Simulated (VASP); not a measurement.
# B32N33 (a cell with a defect) in VASP: single point with PBEsol

Aim: the single point of B32N33 (a cell with a defect) with PBEsol.

Everything below comes from runs of VASP 6.6.1. Logs are shortened: lines on timing, memory, paths and dates and some standing lists are left out, and cuts for length are marked.

## (1) The cell of the first run

The cell holds a defect, 65 atoms: a = 7.212 Å, b = 7.212 Å, c = 7.212 Å, α = 90.00°, β = 90.00°, γ = 90.00°.

## (2) Single point, PBEsol, collinear spin

Input file INCAR:

```
SYSTEM = B32N33
PREC = Accurate ; ENCUT = 520
EDIFF = 1E-7 ; ISMEAR = -1
SIGMA = 0.05 ; LREAL = Auto
LASPH = .True. ; NELM = 150
ALGO = Normal ; ISIF = 2
LWAVE = .False. ; LCHARG = .False.
ISPIN = 2 ; MAGMOM = 0 0 0 0 0 0 0 0.091 0 0.091 0 0 0 0 0 0 0 0 0.091 0 0 0 0 0 0 0 0 0 0.091 0 0 0 0 0 0 0 0 0 0 0 0.091 0.091 0 0 0 0 0 0 0.091 0 0.091 0 0 0 0 0 0.091 0 0 0 0.091 0 0 0 0.091
LORBIT = 11 ; GGA = PS
NELECT = 263.0 ; ISYM = 0
NBANDS = 172
```

Input file KPOINTS:

```
Automatic mesh
0
Gamma
  1 1 1
  0.25 0.25 0.25
```

Input file POSCAR:

```
B32N33
1.0
    7.2115910000      0.0000000000      0.0000000000
    0.0000000000      7.2115910000      0.0000000000
    0.0000000000      0.0000000000      7.2115910000
B N
32 33
Direct
    0.9946280000      0.0000370000      0.9995910000
    0.9999110000      0.9950330000      0.5009000000
    0.9999010000      0.5013440000      0.9945860000
    0.0003540000      0.5033930000      0.5029440000
    0.4968030000      0.0016920000      0.0012510000
    0.4956940000      0.0024800000      0.4977260000
    0.4956940000      0.4981760000      0.0020410000
    0.4671050000      0.5053050000      0.5048530000
    0.2431790000      0.2488570000      0.9949670000
    0.2419790000      0.2464730000      0.5031040000
    0.2482050000      0.7498440000      0.9996350000
    0.2426430000      0.7545640000      0.5007860000
    0.7471190000      0.2515650000      0.0024710000
    0.7757690000      0.2448210000      0.5043600000
    0.7459430000      0.7480120000      0.0013190000
    0.7471280000      0.7470220000      0.4977800000
    0.2431920000      0.9954230000      0.2484000000
    0.2482100000      0.0000800000      0.7493830000
    0.2419640000      0.5035540000      0.2460130000
    0.2426570000      0.5012340000      0.7541060000
    0.7471160000      0.0029340000      0.2511170000
    0.7459560000      0.0017680000      0.7475490000
    0.7757650000      0.5047830000      0.2443870000
    0.7471220000      0.4982230000      0.7465520000
    0.0010160000      0.2465590000      0.2460990000
    0.0000020000      0.2490250000      0.7543210000
    0.9999910000      0.7547820000      0.2485660000
    0.9947180000      0.7499540000      0.7494890000
    0.4672890000      0.2457690000      0.2453000000
    0.4958790000      0.2518710000      0.7466450000
    0.4958720000      0.7471000000      0.2514200000
    0.4970830000      0.7484150000      0.7479580000
    0.1226030000      0.1221700000      0.1217230000
    0.1213020000      0.1222300000      0.6282190000
    0.1212830000      0.6286760000      0.1217780000
    0.1220930000      0.6283590000      0.6279100000
    0.6190860000      0.1299050000      0.1294530000
    0.6243450000      0.1295550000      0.6203390000
    0.6243530000      0.6207820000      0.1291080000
    0.6195330000      0.6209940000      0.6205500000
    0.3586180000      0.3741990000      0.1144030000
    0.3585530000      0.3761900000      0.6353920000
    0.3730920000      0.8740620000      0.1243010000
    0.3730290000      0.8763240000      0.6256130000
    0.8854560000      0.3763880000      0.1144550000
    0.8848200000      0.3741280000      0.6353250000
    0.8706780000      0.8765700000      0.1243180000
    0.8706910000      0.8742240000      0.6255760000
    0.3586390000      0.1148560000      0.3737540000
    0.3730960000      0.1247570000      0.8736020000
    0.3585260000      0.6358360000      0.3757600000
    0.3730270000      0.6260690000      0.8758710000
    0.8854630000      0.1149150000      0.3759500000
    0.8706900000      0.1247620000      0.8761080000
    0.8848210000      0.6357790000      0.3736780000
    0.8706800000      0.6260230000      0.8737630000
    0.1219160000      0.3753980000      0.3749510000
    0.1218910000      0.3752780000      0.8749360000
    0.1218930000      0.8753970000      0.3748250000
    0.1219340000      0.8753610000      0.8749060000
    0.7124280000      0.3737950000      0.3733930000
    0.6219230000      0.3753380000      0.8748100000
    0.6219270000      0.8752740000      0.3748890000
    0.6219520000      0.8753920000      0.8749470000
    0.5310330000      0.3759760000      0.3754200000
```

Potentials or basis: VASP PAW PBE potentials, release 64 (B, N).

The run is started by

```bash
cat potpaw_PBE.64/B/POTCAR potpaw_PBE.64/N/POTCAR > POTCAR
mpirun -np 1 vasp_std > vasp.out
```

OUTCAR:

```text
SYSTEM = B32N33
   PREC = Accurate
   ENCUT = 520
   EDIFF = 1E-7
   ISMEAR = -1
   LREAL = Auto
   LASPH = .True.
   NELM = 150
   ISIF = 2
   ISPIN = 2
   LORBIT = 11
   GGA = PS
   NELECT = 263.0
   ISYM = 0

 ion  position               nearest neighbor table
   1  0.995  0.000  1.000-  47 1.55  54 1.55  33 1.55  60 1.57
   2  1.000  0.995  0.501-  53 1.50  59 1.53  48 1.56  34 1.57
   3  1.000  0.501  0.995-  45 1.50  58 1.53  56 1.56  35 1.57
   4  0.000  0.503  0.503-  36 1.55  57 1.57  46 1.57  55 1.57
   5  0.497  0.002  0.001-  43 1.56  50 1.56  64 1.57  37 1.58
   6  0.496  0.002  0.498-  49 1.56  63 1.57  44 1.57  38 1.58
[... 52 lines left out ...]
  59  0.122  0.875  0.375-  12 1.53   2 1.53  17 1.53  27 1.54
  60  0.122  0.875  0.875-  11 1.57  18 1.57   1 1.57  28 1.57
  61  0.712  0.374  0.373-  65 1.31  14 1.40  23 1.40
  62  0.622  0.375  0.875-   7 1.57  24 1.57  13 1.57  30 1.57
  63  0.622  0.875  0.375-   6 1.57  16 1.57  21 1.57  31 1.57
  64  0.622  0.875  0.875-   5 1.57  15 1.57  22 1.57  32 1.58
  65  0.531  0.376  0.375-  61 1.31   8 1.40  29 1.40

IMPORTANT INFORMATION: All symmetrisations will be switched off!
NOSYMM: (Re-)initialisation of all symmetry stuff for point group C_1.

----------------------------------------------------------------------------------------

                                     Primitive cell

  volume of cell :     375.0535

  direct lattice vectors                    reciprocal lattice vectors
     7.211591000  0.000000000  0.000000000     0.138665656  0.000000000  0.000000000
     0.000000000  7.211591000  0.000000000     0.000000000  0.138665656  0.000000000
     0.000000000  0.000000000  7.211591000     0.000000000  0.000000000  0.138665656

  length of vectors
     7.211591000  7.211591000  7.211591000     0.138665656  0.138665656  0.138665656

  position of ions in fractional coordinates (direct lattice)
     0.994628000  0.000037000  0.999591000
     0.999911000  0.995033000  0.500900000
     0.999901000  0.501344000  0.994586000
     0.000354000  0.503393000  0.502944000
     0.496803000  0.001692000  0.001251000
     0.495694000  0.002480000  0.497726000
[... 57 lines left out ...]
     0.621952000  0.875392000  0.874947000
     0.531033000  0.375976000  0.375420000

  ion indices of the primitive-cell ions
   primitive index   ion index
                 1           1
                 2           2
                 3           3
                 4           4
                 5           5
                 6           6
[... 57 lines left out ...]
                64          64
                65          65

----------------------------------------------------------------------------------------

 KPOINTS: Automatic mesh

Automatic generation of k-mesh.
 Grid dimensions read from file:
 generate k-points for:    1    1    1

 Generating k-lattice:

  Cartesian coordinates                     Fractional coordinates (reciprocal lattice)
     0.138665656  0.000000000  0.000000000     1.000000000  0.000000000  0.000000000
     0.000000000  0.138665656  0.000000000     0.000000000  1.000000000  0.000000000
     0.000000000  0.000000000  0.138665656     0.000000000  0.000000000  1.000000000

  Length of vectors
     0.138665656  0.138665656  0.138665656

  Shift w.r.t. Gamma in fractional coordinates (k-lattice)
     0.250000000  0.250000000  0.250000000

 Subroutine IBZKPT returns following result:
 ===========================================

 Found      4 irreducible k-points:

 Following reciprocal coordinates:
            Coordinates               Weight
  0.250000  0.250000  0.250000      2.000000
 -0.250000  0.250000  0.250000      2.000000
 -0.250000 -0.250000  0.250000      2.000000
  0.250000 -0.250000  0.250000      2.000000
   k-points           NKPTS =      4   k-points in BZ     NKDIM =      4   number of bands    NBANDS=    172
   number of dos      NEDOS =    301   number of ions     NIONS =     65
   total plane-waves  NPLWV = 157464
   dimension x,y,z NGX =    54 NGY =   54 NGZ =   54
   dimension x,y,z NGXF=   108 NGYF=  108 NGZF=  108
   ions per type =              32  33
   NGX,Y,Z   is equivalent  to a cutoff of  12.45, 12.45, 12.45 a.u.
   NGXF,Y,Z  is equivalent  to a cutoff of  24.90, 24.90, 24.90 a.u.
 SYSTEM =  B32N33
   PREC   = accura    normal or accurate (medium, high low for compatibility)
   ISTART =      0    job   : 0-new  1-cont  2-samecut
   ICHARG =      2    charge: 1-file 2-atom 10-const
   ISPIN  =      2    spin polarized calculation?
   LNONCOLLINEAR =      F non collinear calculations
   LSORBIT =      F    spin-orbit coupling
   LASPH  =      T    aspherical Exc in radial PAW
   ENCUT  =  520.0 eV  38.22 Ry    6.18 a.u.  13.41 13.41 13.41*2*pi/ulx,y,z
   NELM   =    150;   NELMIN=  2; NELMDL= -5     # of ELM steps
   EDIFF  = 0.1E-06   stopping-criterion for ELM
   LREAL  =      T    real-space projection
   EDIFFG = 0.1E-05   stopping-criterion for IOM
   NSW    =      0    number of steps for IOM
   IBRION =     -1    ionic relax: 0-MD 1-quasi-New 2-CG
   NFREE  =      0    steps in history (QN), initial steepest desc. (CG)
   ISIF   =      2    stress and relaxation
   ISYM   =      0    0-nonsym 1-usesym 2-fastsym
   POTIM  = 0.5000    time-step for ionic-motion
   TEBEG  =    0.0;   TEEND  =   0.0 temperature during run
   PSTRESS=    0.0 pullay stress
   NELECT =     263.0000    total number of electrons
   NUPDOWN=      -1.0000    fix difference up-down
   EMIN   =  10.00;   EMAX   =-10.00  energy-range for DOS
   EFERMI =   0.00;   METHOD = LEGACY
   ISMEAR =    -1;   SIGMA  =   0.05  broadening in eV -4-tet -1-fermi 0-gaus
   EFERMI_NEDOS =   21; number of points for ismear=-14 and -15
   IALGO  =     38    algorithm
   IMIX   =      4    mixing-type and parameters
     AMIX     =   0.40;   BMIX     =  1.00
     AMIX_MAG =   1.60;   BMIX_MAG =  1.00
  volume/ion in A,a.u.               =       5.77        38.94
  Fermi-wavevector in a.u.,A,eV,Ry     =   1.454439  2.748492 28.781686  2.115394
  Thomas-Fermi vector in A             =   2.571590
   LORBIT       =     11    0 simple, 1 ext, 2 COOP (PROOUT), +10 PAW based schemes
   GGA     = PS    functional components
   LHFCALC =     F    Hartree Fock is set to
   AEXX    =    0.0000 exact exchange contribution
   IVDW    =     0    specifies the selected vdW correction
   LEPSILON=     F    determine dielectric tensor
   LRPA    =     F    only Hartree local field effects (RPA)
 spin polarized calculation
  energy-cutoff  :      520.00
  volume of cell :      375.05
 maximum number of plane-waves:     10107
 NGX is ok and might be reduce to    54
   NGX = 27   NGY = 27   NGZ = 27

 number of electron     263.0000027 magnetization       0.0010439

 Free energy of the ion-electron system (eV)
  ---------------------------------------------------
  ext. energy  EPLUGINS =         0.00000000
  ---------------------------------------------------
  free energy    TOTEN  =      -564.25207014 eV

  energy without entropy =     -564.18260561  energy(sigma->0) =     -564.21733787

 E-fermi :  12.6861     XC(G=0): -13.1833

 val. band max:       12.6851863206   @ k =  -0.2500   0.2500   0.2500
 cond. band min:      12.6893894101   @ k =   0.2500  -0.2500   0.2500
 fundamental gap:      0.0042030895
 Fermi energy:        12.6860980213

 spin component 1

 k-point     1 :       0.2500    0.2500    0.2500
  band No.  band energies     occupation
      1     -12.6797      1.00000
      2     -11.9297      1.00000
      3     -11.6086      1.00000
      4     -11.5500      1.00000
      5     -10.9525      1.00000
      6     -10.6169      1.00000
[... 573 lines left out ...]
    142      15.7139      0.00000
    143      15.7681      0.00000
 Fermi energy:        12.6860980213

 spin component 2

 k-point     1 :       0.2500    0.2500    0.2500
  band No.  band energies     occupation
      1     -12.6796      1.00000
      2     -11.9296      1.00000
      3     -11.6086      1.00000
      4     -11.5499      1.00000
      5     -10.9525      1.00000
      6     -10.6169      1.00000
[... 573 lines left out ...]
    142      15.7140      0.00000
    143      15.7682      0.00000
 [bands above 143 left out]

------------------------ aborting loop because EDIFF is reached ----------------------------------------

  FORCE on cell =-STRESS in cart. coord.  units (eV):
  Direction    XX          YY          ZZ          XY          YZ          ZX
  --------------------------------------------------------------------------------------
  -------------------------------------------------------------------------------------
  Total       67.3187412     49.9344013     49.9420445     -0.5061387     -0.4554205     -0.4843959
  in kB      287.5764408    213.3129222    213.3455729     -2.1621553     -1.9454940     -2.0692728
  external PRESSURE =     238.0783120 kB  Pullay stress =       0.0000000 kB

 VOLUME and BASIS-vectors are now :
 -----------------------------------------------------------------------------
  energy-cutoff  :      520.00
  volume of cell :      375.05
      direct lattice vectors                 reciprocal lattice vectors
     7.211591000  0.000000000  0.000000000     0.138665656  0.000000000  0.000000000
     0.000000000  7.211591000  0.000000000     0.000000000  0.138665656  0.000000000
     0.000000000  0.000000000  7.211591000     0.000000000  0.000000000  0.138665656

 POSITION                                       TOTAL-FORCE (eV/Angst)
 -----------------------------------------------------------------------------------
      7.17285      0.00027      7.20864         0.121219      0.065373      0.064508
      7.21095      7.17577      3.61229         0.123638      0.098023      0.017972
      7.21088      3.61549      7.17255         0.123366      0.019968      0.094713
      0.00255      3.63026      3.62703         0.124858      0.032660      0.032057
      3.58274      0.01220      0.00902         0.106747      0.067315      0.064457
      3.57474      0.01788      3.58940         0.091421      0.088229      0.045559
[... 57 lines left out ...]
      4.48526      6.31297      6.30976        -0.075067     -0.062275     -0.064027
      3.82959      2.71139      2.70738        -0.106172     -0.133570     -0.129647
 -----------------------------------------------------------------------------------
    total drift:                               -0.007393      0.001924      0.003399

  FREE ENERGIE OF THE ION-ELECTRON SYSTEM (eV)
  ---------------------------------------------------
  free  energy   TOTEN  =      -564.2520701389 eV

  energy  without entropy=     -564.1826056071  energy(sigma->0) =     -564.21733787

 total charge

# of ion       s       p       d       tot
------------------------------------------
    1        0.685   1.401   0.000   2.086
    2        0.696   1.447   0.000   2.143
    3        0.696   1.447   0.000   2.143
    4        0.678   1.369   0.000   2.047
    5        0.677   1.370   0.000   2.047
    6        0.675   1.362   0.000   2.037
[... 57 lines left out ...]
   64        1.216   2.745   0.000   3.961
   65        1.242   2.977   0.000   4.219
--------------------------------------------------
tot         62.140 136.938   0.000 199.078

 magnetization (x)

# of ion       s       p       d       tot
------------------------------------------
    1        0.000   0.000   0.000   0.000
    2        0.000   0.000   0.000   0.000
    3        0.000   0.000   0.000   0.000
    4        0.000   0.000   0.000   0.000
    5        0.000   0.000   0.000   0.000
    6        0.000   0.000   0.000   0.000
[... 57 lines left out ...]
   64        0.000   0.000   0.000   0.000
   65        0.000  -0.000   0.000   0.000
--------------------------------------------------
tot          0.000   0.000   0.000   0.000
```

Wall time 21 min (1 thread of Intel Xeon Platinum 8259CL at 2.50GHz (Skylake/Cascade Lake), shared host); peak memory 0.71 GiB.

What came out:

| Quantity | Value |
| --- | --- |
| Free energy | -564.2521 eV |
| Largest force | 0.214 eV/Å |
| Net moment | 0.00 μB per cell |
| Valence electrons inside the program's atomic spheres | B 2.09, 2.14, 2.05, 2.04, 2.22, 2.21 (each value once); N 4.00, 3.94, 4.01, 3.98, 4.02, 3.96, 4.04, 3.97, 4.22 (each value once) |

Forces on the atoms (eV/Å):
```
B    0.121  0.065  0.065
B    0.124  0.098  0.018
B    0.123  0.020  0.095
B    0.125  0.033  0.032
B    0.107  0.067  0.064
B    0.091  0.088  0.046
B    0.091  0.045  0.087
B    0.064  0.075  0.074
B    0.038  0.049  0.026
B    0.086  0.077  0.025
B    0.064  0.106  0.050
B    0.101  0.087  0.011
B    0.061  0.112  0.057
B    0.046  0.027  0.009
B    0.061  0.123  0.049
B    0.049  0.104  0.032
B    0.037  0.027  0.050
B    0.064  0.051  0.108
B    0.086  0.024  0.079
B    0.100  0.011  0.088
B    0.061  0.057  0.111
B    0.057  0.049  0.126
B    0.048  0.008  0.030
B    0.050  0.033  0.107
B    0.082  0.063  0.066
B    0.074  0.015  0.090
B    0.074  0.090  0.017
B    0.073  0.074  0.077
B    0.045  0.027  0.027
B    0.072  0.035  0.063
B    0.073  0.061  0.036
B    0.068  0.048  0.051
N   -0.090 -0.069 -0.070
N   -0.088 -0.082 -0.088
N   -0.085 -0.089 -0.083
N   -0.062 -0.048 -0.048
N   -0.041 -0.068 -0.069
N   -0.061 -0.032 -0.064
N   -0.063 -0.062 -0.032
N   -0.098 -0.064 -0.068
N   -0.066 -0.003 -0.043
N   -0.091  0.014 -0.046
N   -0.066 -0.039 -0.077
N   -0.081 -0.045 -0.084
N   -0.090 -0.045 -0.109
N   -0.075  0.001 -0.103
N   -0.082 -0.081 -0.078
N   -0.075 -0.083 -0.071
N   -0.066 -0.041 -0.004
N   -0.066 -0.079 -0.036
N   -0.089 -0.041  0.010
N   -0.081 -0.085 -0.043
N   -0.089 -0.112 -0.047
N   -0.083 -0.076 -0.081
N   -0.078 -0.105  0.001
N   -0.073 -0.070 -0.081
N   -0.095 -0.055 -0.056
N   -0.085 -0.012 -0.080
N   -0.085 -0.082 -0.012
N   -0.082 -0.065 -0.064
N    0.095  0.080  0.069
N   -0.072 -0.059 -0.058
N   -0.073 -0.061 -0.059
N   -0.075 -0.062 -0.064
N   -0.106 -0.134 -0.130
```

Levels at points of the mesh, in eV from the Fermi level:
Spin up:
```
           k point  band 129  band 130  band 131  band 132  band 133  band 134
(0.25, 0.25, 0.25)     -5.54     -2.62     -2.61     -0.01      0.42      0.56
```
Spin down:
```tsv
k point	band 128	band 129	band 130	band 131	band 132	band 133	band 134	band 135
(0.25, 0.25, 0.25)	-5.66	-5.54	-2.62	-2.61	-0.01	0.42	0.56	1.29
```

Caveat: the k points lie up to 0.44 Å⁻¹ apart; the cell carries a net charge on a neutralising background, which shifts energy and pressure; the cell is charged against a uniform background, so pressure and absolute levels hang on convention; the PAW data sets were made with another functional, which shifts forces and pressure a little.
